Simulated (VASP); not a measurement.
Runs of VASP 6.6.1 on LiF. The structure is that of space group Pm-3m (No. 221), or close to it. The cells are those of the table. 

```tsv
cell	gap on the mesh (eV)
a = 2.615 Å, 2 atoms	(a)
a = 2.498 Å, 2 atoms	8.14
a = 2.535, b = 2.535, c = 2.304 Å, 2 atoms	7.91
a = 2.515 Å, 2 atoms	7.96
```

Alike in all rows: task single point; level PBE; potentials or basis VASP PAW PBE potentials, release 64 (Li_sv, F); no spin polarisation; k mesh 10 × 10 × 10; cutoff (eV) 520; smearing gaussian 0.02 eV.

Problem. Estimate the missing entries.

Solution. (a) 7.01.

A k mesh can miss the band edges.
